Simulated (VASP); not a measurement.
# LiNbO3 (R-3c) in VASP: notebook

Runs on LiNbO3. Level: PBE. Tasks: single point.

All numbers are computed with VASP 6.6.1; they aren't measurements. Logs are shortened: lines on timing, memory, paths and dates and some standing lists are left out, and cuts for length are marked.

**1. The cell of the first run**

Symmetry: R-3c, No. 167, trigonal system. The conventional cell has a = 5.345 Å, b = 5.345 Å, c = 13.175 Å, α = 90.00°, β = 90.00°, γ = 120.00°. Within 2.6 Å of Li (site symmetry 32) lie 3 O at 1.98 Å. Nb (site symmetry -3) has 6 O at 2.02 Å within 2.7 Å. Within 2.6 Å of O (site symmetry 2) lie 1 Li at 1.98 Å and 2 Nb at 2.02 Å.

**2. Single point, PBE**

INCAR

```
SYSTEM = LiNbO3
PREC     = Accurate       ! precision mode
ENCUT    = 520            ! plane-wave cutoff, eV
EDIFF    = 1E-6           ! SCF threshold, eV
ISMEAR   = 0              ! smearing method
SIGMA    = 0.05           ! smearing width, eV
LREAL    = .False.        ! projectors in reciprocal space
LASPH    = .True.         ! aspherical terms in the spheres
NELM     = 100            ! most SCF steps
ALGO     = Normal         ! electronic algorithm
ISIF     = 2              ! what is computed and relaxed
LWAVE    = .False.        ! write WAVECAR
LCHARG   = .False.        ! write CHGCAR
GGA      = PE             ! functional
NBANDS   = 45             ! bands
```

KPOINTS

```
regular mesh
0
Gamma
  6 6 6
  0 0 0
```

POSCAR

```
LiNbO3
1.0
    2.6722716124      1.5428367348      4.3917893192
   -2.6722716124      1.5428367348      4.3917893192
    0.0000000000     -3.0856734694      4.3917893192
Li Nb O
2 2 6
Direct
    0.2500000000      0.2500000000      0.2500000000
    0.7500000000      0.7500000000      0.7500000000
    0.0000000000      0.0000000000      0.0000000000
    0.5000000000      0.5000000000      0.5000000000
    0.1207624291      0.3792375709      0.7500000000
    0.7500000000      0.1207624291      0.3792375709
    0.3792375709      0.7500000000      0.1207624291
    0.8792375709      0.6207624291      0.2500000000
    0.2500000000      0.8792375709      0.6207624291
    0.6207624291      0.2500000000      0.8792375709
```

Potentials or basis: VASP PAW PBE potentials, release 64 (Li_sv, Nb_sv, O).

Run with:

```sh
cat potpaw_PBE.64/Li_sv/POTCAR potpaw_PBE.64/Nb_sv/POTCAR potpaw_PBE.64/O/POTCAR > POTCAR
mpirun -np 1 vasp_std > vasp.out
```

OUTCAR:

```text
SYSTEM = LiNbO3
   PREC = Accurate
   ENCUT = 520
   EDIFF = 1E-6
   ISMEAR = 0
   LREAL = .False.
   LASPH = .True.
   NELM = 100
   ISIF = 2
   GGA = PE

 ion  position               nearest neighbor table
   1  0.250  0.250  0.250-   9 1.98  10 1.98   8 1.98
   2  0.750  0.750  0.750-   6 1.98   7 1.98   5 1.98
   3  0.000  0.000  0.000-   6 2.02   9 2.02   8 2.02   5 2.02   7 2.02  10 2.02
   4  0.500  0.500  0.500-   7 2.02  10 2.02   8 2.02   5 2.02   9 2.02   6 2.02
   5  0.121  0.379  0.750-   2 1.98   3 2.02   4 2.02
   6  0.750  0.121  0.379-   2 1.98   3 2.02   4 2.02
   7  0.379  0.750  0.121-   2 1.98   4 2.02   3 2.02
   8  0.879  0.621  0.250-   1 1.98   3 2.02   4 2.02
   9  0.250  0.879  0.621-   1 1.98   3 2.02   4 2.02
  10  0.621  0.250  0.879-   1 1.98   4 2.02   3 2.02

  LATTYP: Found a trigonal (rhomboedric) cell.
 ALAT       =     5.3674196952
 COS(alpha) =     0.5042530156

  Lattice vectors:

 A1 = (   2.6722716124,   1.5428367348,   4.3917893192)
 A2 = (  -2.6722716124,   1.5428367348,   4.3917893192)
 A3 = (   0.0000000000,  -3.0856734694,   4.3917893192)

Analysis of symmetry for initial positions (statically):
=====================================================================
 Subroutine PRICEL returns:
 Original cell was already a primitive cell.

 Routine SETGRP: Setting up the symmetry group for a
 trigonal (rhombohedral) supercell.

 Subroutine GETGRP returns: Found 12 space group operations
 (whereof  6 operations were pure point group operations)
 out of a pool of 12 trial point group operations.

The static configuration has the point symmetry S_6 .
 The point group associated with its full space group is D_3d.

Analysis of symmetry for dynamics (positions and initial velocities):
=====================================================================
 Subroutine PRICEL returns:
 Original cell was already a primitive cell.

 Routine SETGRP: Setting up the symmetry group for a
 trigonal (rhombohedral) supercell.

 Subroutine GETGRP returns: Found 12 space group operations
 (whereof  6 operations were pure point group operations)
 out of a pool of 12 trial point group operations.

The dynamic configuration has the point symmetry S_6 .
 The point group associated with its full space group is D_3d.

 Subroutine INISYM returns: Found 12 space group operations
 (whereof  6 operations are pure point group operations),
 and found     1 'primitive' translations

----------------------------------------------------------------------------------------

                                     Primitive cell

  volume of cell :     108.6409

  direct lattice vectors                    reciprocal lattice vectors
     2.672271612  1.542836735  4.391789319     0.187106729  0.108026120  0.075899209
    -2.672271612  1.542836735  4.391789319    -0.187106729  0.108026120  0.075899209
     0.000000000 -3.085673469  4.391789319     0.000000000 -0.216052241  0.075899209

  length of vectors
     5.367419695  5.367419695  5.367419695     0.228996202  0.228996202  0.228996202

  position of ions in fractional coordinates (direct lattice)
     0.250000000  0.250000000  0.250000000
     0.750000000  0.750000000  0.750000000
     0.000000000  0.000000000  0.000000000
     0.500000000  0.500000000  0.500000000
     0.120762429  0.379237571  0.750000000
     0.750000000  0.120762429  0.379237571
     0.379237571  0.750000000  0.120762429
     0.879237571  0.620762429  0.250000000
     0.250000000  0.879237571  0.620762429
     0.620762429  0.250000000  0.879237571

  ion indices of the primitive-cell ions
   primitive index   ion index
                 1           1
                 2           2
                 3           3
                 4           4
                 5           5
                 6           6
                 7           7
                 8           8
                 9           9
                10          10

----------------------------------------------------------------------------------------

 KPOINTS: regular mesh

Automatic generation of k-mesh.
 Grid dimensions read from file:
 generate k-points for:    6    6    6

 Generating k-lattice:

  Cartesian coordinates                     Fractional coordinates (reciprocal lattice)
     0.031184455  0.018004353  0.012649868     0.166666667 -0.000000000  0.000000000
    -0.031184455  0.018004353  0.012649868    -0.000000000  0.166666667  0.000000000
     0.000000000 -0.036008707  0.012649868     0.000000000  0.000000000  0.166666667

  Length of vectors
     0.038166034  0.038166034  0.038166034

  Shift w.r.t. Gamma in fractional coordinates (k-lattice)
     0.000000000  0.000000000  0.000000000

 Subroutine IBZKPT returns following result:
 ===========================================

 Found     32 irreducible k-points:

 Following reciprocal coordinates:
            Coordinates               Weight
  0.000000  0.000000  0.000000      1.000000
[... 55 lines left out ...]
   IVDW    =     0    specifies the selected vdW correction
   LEPSILON=     F    determine dielectric tensor
   LRPA    =     F    only Hartree local field effects (RPA)
 non-spin polarized calculation
 Gauss-broadening in eV      SIGMA  =   0.05
  energy-cutoff  :      520.00
  volume of cell :      108.64
 maximum number of plane-waves:      2938
   NGX = 19   NGY = 19   NGZ = 19

 number of electron      67.9999996 magnetization

 Free energy of the ion-electron system (eV)
  ---------------------------------------------------
  ext. energy  EPLUGINS =         0.00000000
  ---------------------------------------------------
  free energy    TOTEN  =       -79.46754691 eV

  energy without entropy =      -79.46754691  energy(sigma->0) =      -79.46754691

 E-fermi :   4.0815     XC(G=0): -10.7224

 val. band max:        3.7224948031   @ k =   0.0000   0.0000   0.0000
 cond. band min:       5.9838748068   @ k =   0.0000   0.0000   0.0000
 fundamental gap:      2.2613800037
 Fermi energy:         4.0814809368

 k-point     1 :       0.0000    0.0000    0.0000
  band No.  band energies     occupation
      1     -51.0938      2.00000
      2     -51.0803      2.00000
      3     -39.2927      2.00000
      4     -39.2909      2.00000
      5     -27.2533      2.00000
      6     -27.2533      2.00000
[... 37 lines left out ...]
     44      13.8104      0.00000
     45      13.8309      0.00000

 k-point     2 :       0.1667    0.0000   -0.0000
  band No.  band energies     occupation
      1     -51.0929      2.00000
      2     -51.0812      2.00000
      3     -39.2926      2.00000
      4     -39.2910      2.00000
      5     -27.2437      2.00000
      6     -27.2432      2.00000
[... 37 lines left out ...]
     44      13.4729      0.00000
     45      13.5301      0.00000

 k-point     3 :       0.3333   -0.0000   -0.0000
  band No.  band energies     occupation
      1     -51.0904      2.00000
      2     -51.0836      2.00000
      3     -39.2924      2.00000
      4     -39.2914      2.00000
      5     -27.2168      2.00000
      6     -27.2154      2.00000
[... 37 lines left out ...]
     44      12.7447      0.00000
     45      13.0065      0.00000

 k-point     4 :       0.5000   -0.0000   -0.0000
  band No.  band energies     occupation
      1     -51.0870      2.00000
      2     -51.0870      2.00000
      3     -39.2919      2.00000
      4     -39.2919      2.00000
      5     -27.1786      2.00000
      6     -27.1786      2.00000
[... 901 lines left out ...]
     44      12.9293      0.00000
     45      13.2557      0.00000

 k-point    23 :       0.5000    0.5000    0.1667
  band No.  band energies     occupation
      1     -51.0890      2.00000
      2     -51.0850      2.00000
      3     -39.2922      2.00000
      4     -39.2916      2.00000
      5     -27.2556      2.00000
      6     -27.2510      2.00000
[... 37 lines left out ...]
     44      13.1992      0.00000
     45      13.5605      0.00000

 k-point    24 :      -0.3333    0.5000    0.1667
  band No.  band energies     occupation
      1     -51.0881      2.00000
      2     -51.0859      2.00000
      3     -39.2921      2.00000
      4     -39.2917      2.00000
      5     -27.2655      2.00000
      6     -27.2613      2.00000
[... 37 lines left out ...]
     44      13.0577      0.00000
     45      13.5806      0.00000

 [... further k-points ...]

------------------------ aborting loop because EDIFF is reached ----------------------------------------

  FORCE on cell =-STRESS in cart. coord.  units (eV):
  Direction    XX          YY          ZZ          XY          YZ          ZX
  --------------------------------------------------------------------------------------
  -------------------------------------------------------------------------------------
  Total       -5.7710245     -5.7710245      2.6924827      0.0000000      0.0000000      0.0000000
  in kB      -85.1079598    -85.1079598     39.7072844      0.0000000      0.0000000      0.0000000
  external PRESSURE =     -43.5028784 kB  Pullay stress =       0.0000000 kB

 VOLUME and BASIS-vectors are now :
 -----------------------------------------------------------------------------
  energy-cutoff  :      520.00
  volume of cell :      108.64
      direct lattice vectors                 reciprocal lattice vectors
     2.672271612  1.542836735  4.391789319     0.187106729  0.108026120  0.075899209
    -2.672271612  1.542836735  4.391789319    -0.187106729  0.108026120  0.075899209
     0.000000000 -3.085673469  4.391789319     0.000000000 -0.216052241  0.075899209

 POSITION                                       TOTAL-FORCE (eV/Angst)
 -----------------------------------------------------------------------------------
      0.00000      0.00000      3.29384         0.000000     -0.000000     -0.000000
      0.00000      0.00000      9.88153         0.000000     -0.000000     -0.000000
      0.00000      0.00000      0.00000         0.000000     -0.000000     -0.000000
      0.00000      0.00000      6.58768         0.000000     -0.000000     -0.000000
     -0.69072     -1.54284      5.48974         0.556887     -0.000000      0.000000
      1.68149      0.17324      5.48974        -0.278443      0.482278     -0.000000
     -0.99078      1.36960      5.48974        -0.278443     -0.482278     -0.000000
      0.69072      1.54284      7.68563        -0.556887     -0.000000     -0.000000
     -1.68149     -0.17324      7.68563         0.278443     -0.482278     -0.000000
      0.99078     -1.36960      7.68563         0.278443      0.482278     -0.000000
 -----------------------------------------------------------------------------------
    total drift:                               -0.000000      0.000000     -0.000000

  FREE ENERGIE OF THE ION-ELECTRON SYSTEM (eV)
  ---------------------------------------------------
  free  energy   TOTEN  =       -79.4675469138 eV

  energy  without entropy=      -79.4675469138  energy(sigma->0) =      -79.46754691
```

It took 2.1 min on 1 thread of AMD EPYC 9R45 (Zen 5), shared host; peak memory 0.27 GiB.

Results:

```
Free energy            : -79.4675 eV
Largest force          : 0.557 eV/Å
Band gap on the k mesh : 2.26 eV
```

Forces on the atoms (eV/Å):
```
Li   0.000  0.000  0.000
Li   0.000  0.000  0.000
Nb   0.000  0.000  0.000
Nb   0.000  0.000  0.000
O    0.557  0.000  0.000
O   -0.278  0.482  0.000
O   -0.278 -0.482  0.000
O   -0.557  0.000  0.000
O    0.278 -0.482  0.000
O    0.278  0.482  0.000
```

Caveat: the cutoff is under 1.25 times the usual one of these potentials, so pressure, stress and relaxed cells hold a basis-set (Pulay) error.

**3. Single point, PBE**

This run uses another cell than the first one, of the same volume but with other edges.

INCAR

```
PREC = Accurate
ENCUT = 520
EDIFF = 1E-7
ISMEAR = 0
SIGMA = 0.05
LREAL = False
LASPH = True
NELM = 60
ALGO = Normal
ISIF = 2
LWAVE = False
LCHARG = True
GGA = PE
LELF = True
LVHAR = True
NBANDS = 45
```

KPOINTS

```
regular mesh
0
Gamma
  6 6 6
```

POSCAR

```
LiNbO3
1.0
    2.4575426624      1.4188629177      5.1927876456
   -2.4575426624      1.4188629177      5.1927876456
    0.0000000000     -2.8377258353      5.1927876456
Li Nb O
2 2 6
Direct
    0.2500000000      0.2500000000      0.2500000000
    0.7500000000      0.7500000000      0.7500000000
    0.0000000000      0.0000000000      0.0000000000
    0.5000000000      0.5000000000      0.5000000000
    0.1399083177      0.3600916823      0.7500000000
    0.7500000000      0.1399083177      0.3600916823
    0.3600916823      0.7500000000      0.1399083177
    0.8600916823      0.6399083177      0.2500000000
    0.2500000000      0.8600916823      0.6399083177
    0.6399083177      0.2500000000      0.8600916823
```

Potentials or basis: VASP PAW PBE potentials, release 64 (Li_sv, Nb_sv, O).

Run with:

```sh
cat potpaw_PBE.64/Li_sv/POTCAR potpaw_PBE.64/Nb_sv/POTCAR potpaw_PBE.64/O/POTCAR > POTCAR
mpirun -np 1 vasp_std > vasp.out
```

Run time: 3.8 min. Hardware: 1 thread of AMD EPYC 9R45 (Zen 5), shared host; peak memory 0.33 GiB.

It converged, with:

* Free energy: -78.3505 eV
* Largest force: 0.531 eV/Å
* Band gap on the k mesh: 1.83 eV (least direct gap 1.94 eV)

Forces in eV/Å, atoms in the order of the input:
```
Li   0.000  0.000  0.000
Li   0.000  0.000  0.000
Nb   0.000  0.000  0.000
Nb   0.000  0.000  0.000
O   -0.531  0.000  0.000
O    0.266 -0.460  0.000
O    0.266  0.460  0.000
O    0.531  0.000  0.000
O   -0.266  0.460  0.000
O   -0.266 -0.460  0.000
```

Levels at points of the mesh, in eV from the valence-band top:
```
           k point  band 31  band 32  band 33  band 34  band 35  band 36  band 37  band 38
(0.00, 0.00, 0.00)    -0.12    -0.12    -0.01    -0.01     1.92     1.92     2.58     4.23
(0.50, 0.00, 0.00)    -0.70    -0.70    -0.28    -0.28     3.42     3.42     3.56     3.56
(0.50, 0.50, 0.00)    -1.04    -0.99    -0.30    -0.21     1.83     3.23     3.60     3.66
(0.50, 0.50, 0.50)    -0.11    -0.11    -0.11    -0.11     3.80     3.80     3.80     3.80
```

Caveat: the cutoff is under 1.25 times the usual one of these potentials, so pressure, stress and relaxed cells hold a basis-set (Pulay) error. A k mesh can miss the band edges.

**4. Single point, PBE**

This run uses another cell than the first one, of the same volume but with other edges.

INCAR is that of step 3.

KPOINTS is that of step 3.

POSCAR

```
LiNbO3
1.0
    2.4575426624      1.4188629177      5.1927876456
   -2.4575426624      1.4188629177      5.1927876456
    0.0000000000     -2.8377258353      5.1927876456
Li Nb O
2 2 6
Direct
    0.2500000000      0.2500000000      0.2500000000
    0.7500000000      0.7500000000      0.7500000000
    0.0000000000      0.0000000000      0.0000000000
    0.5000000000      0.5000000000      0.5000000000
    0.1207624291      0.3792375709      0.7500000000
    0.7500000000      0.1207624291      0.3792375709
    0.3792375709      0.7500000000      0.1207624291
    0.8792375709      0.6207624291      0.2500000000
    0.2500000000      0.8792375709      0.6207624291
    0.6207624291      0.2500000000      0.8792375709
```

Run with:

```sh
cat potpaw_PBE.64/Li_sv/POTCAR potpaw_PBE.64/Nb_sv/POTCAR potpaw_PBE.64/O/POTCAR > POTCAR
mpirun -np 1 vasp_std > vasp.out
```

Run time: 4.1 min. Hardware: 1 thread of AMD EPYC 9R45 (Zen 5), shared host; peak memory 0.33 GiB.

The run converged. Its results:

| Quantity | Value |
| --- | --- |
| Free energy | -78.4028 eV |
| Largest force | 0.407 eV/Å |
| Band gap on the k mesh | 1.88 eV (least direct gap 1.96 eV) |

Forces on the atoms (eV/Å):
```
Li   0.000  0.000  0.000
Li   0.000  0.000  0.000
Nb   0.000  0.000  0.000
Nb   0.000  0.000  0.000
O    0.407  0.000  0.000
O   -0.203  0.352  0.000
O   -0.203 -0.352  0.000
O   -0.407  0.000  0.000
O    0.203 -0.352  0.000
O    0.203  0.352  0.000
```

Levels at points of the mesh, in eV from the valence-band top:
```csv
k point,band 31,band 32,band 33,band 34,band 35,band 36,band 37,band 38
"(0.00, 0.00, 0.00)",-0.25,-0.25,0.00,0.00,1.96,1.96,2.61,3.90
"(0.50, 0.00, 0.00)",-0.60,-0.60,-0.36,-0.36,3.33,3.33,3.43,3.43
"(0.50, 0.50, 0.00)",-0.97,-0.96,-0.39,-0.35,1.88,2.94,3.31,3.45
"(0.50, 0.50, 0.50)",-0.12,-0.12,-0.12,-0.12,3.68,3.68,3.68,3.68
```

Caveat: the cutoff is under 1.25 times the usual one of these potentials, so pressure, stress and relaxed cells hold a basis-set (Pulay) error. A k mesh can miss the band edges.

**5. Overview**

```tsv
cell	gap on the mesh (eV)	largest force (eV/Å)
a = 5.367 Å, angles 59.7°, 10 atoms, atomic positions A	2.26	0.56
a = 5.918 Å, angles 49.1°, 10 atoms, atomic positions B	1.83	0.53
a = 5.918 Å, angles 49.1°, 10 atoms, atomic positions A	1.88	0.41
```

Alike in all rows: task single point; level PBE; potentials or basis VASP PAW PBE potentials, release 64 (Li_sv, Nb_sv, O); no spin polarisation; k mesh 6 × 6 × 6; cutoff (eV) 520; smearing gaussian 0.05 eV.

Caveats: the cutoff is under 1.25 times the usual one of these potentials, so pressure, stress and relaxed cells hold a basis-set (Pulay) error.

Total energies depend on the potentials used, so only differences within one code and one set of settings carry meaning.
